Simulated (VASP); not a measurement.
Set up this calculation in VASP 6.6.1, as the native input.

```
Task                   : single point
Functional             : PBE
Potentials or basis    : VASP PAW PBE potentials, release 64 (Si)
Cutoff                 : 520 eV
k mesh                 : 7 × 5 × 1
Occupations            : gaussian, width 0.1 eV
Spin                   : no spin polarisation
Dipole correction      : yes
Further INCAR settings : ALGO = Normal; EDIFF = 1e-07; NBANDS = 26
```

The structure of Si lies in POSCAR:

```
Si
1.0
    3.8402545000      0.0000000000      0.0000000000
    0.0000000000      5.4309400000      0.0000000000
    0.0000000000      0.0000000000     25.7603818893
Si
8
Direct
    0.5000000000      0.0000000000      0.3881930028
    0.0000000000      0.2500000000      0.3881930028
    0.0000000000      0.5000000000      0.4627310009
    0.5000000000      0.7500000000      0.4627310009
    0.5000000000      0.0042366176      0.5361541296
    0.0000000000      0.2527307160      0.5389226529
    0.0000000000      0.4387050239      0.6245071765
    0.5000000000      0.8838600855      0.6262930848
```

The input as run:

INCAR

```
PREC = Accurate
ENCUT = 520
EDIFF = 1E-7
ISMEAR = 0
SIGMA = 0.1
LREAL = False
LASPH = True
NELM = 60
ALGO = Normal
ISIF = 2
LWAVE = False
LCHARG = True
LDIPOL = True
IDIPOL = 3
DIPOL = 0.5 0.5 0.503
GGA = PE
LELF = True
LVHAR = True
LVACPOTAV = True
NBANDS = 26
```

KPOINTS

```
Automatic mesh
0
Gamma
  7 5 1
```

Potentials or basis: VASP PAW PBE potentials, release 64 (Si).

Launch:

```console
$ cat potpaw_PBE.64/Si/POTCAR > POTCAR
$ mpirun -np 1 vasp_std > vasp.out
```

It gave:

- Largest force: 0.944 eV/Å
- Band gap on the k mesh: zero (bands 16 and 17 overlap by 0.56 eV)

Run time: 8.9 min on 1 thread of Intel Xeon 8259CL, with other jobs on the host, peak memory 0.54 GiB.
